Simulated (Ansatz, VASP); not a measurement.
## One calculation of AlNi, two programs

```xyz
2
Lattice="2.8622 0.0000 0.0000 0.0000 2.8622 0.0000 0.0000 0.0000 2.8622" Properties=species:S:1:pos:R:3 pbc="T T T"
Al    0.0045    0.0188    0.0294
Ni    1.4266    1.4123    1.4017
```

Change from the starting cell: all atoms moved at random, sigma 0.05 Å a component.

Alike in both runs: task single point; functional PBEsol; k mesh 12 × 12 × 12; occupations gaussian, width 0.15 eV; no spin polarisation.

```csv
,VASP,Ansatz
version,VASP 6.6.1,Ansatz 0.2.0
potentials or method,"VASP PAW PBE potentials, release 64 (Al, Ni), cutoff 600 eV","scalar-relativistic, plane waves, PAW"
valence electrons in the cell,13,21
```

|  | VASP | Ansatz | Ansatz less VASP |
| --- | --- | --- | --- |
| gap on the k mesh at the Fermi level (eV) | none | none | - |
| pressure (GPa) | 0.5 | 0.4 | -0.08 |
| traceless stress, the component that is largest in VASP (GPa) | 0.34 | 0.34 | -0.002 |
| rms of the force components (eV/Å) | 0.255 | 0.254 | -0.0015 |

VASP's potentials were made for PBE, not for PBEsol. Atom by atom the forces differ by 0.001 eV/Å (rms over components). A gap of «none» marks a metal or a gap that the smearing closes. VASP's potentials hold 13 valence electrons a cell and Ansatz's 21, so a difference there can come from the potentials and not from the codes.
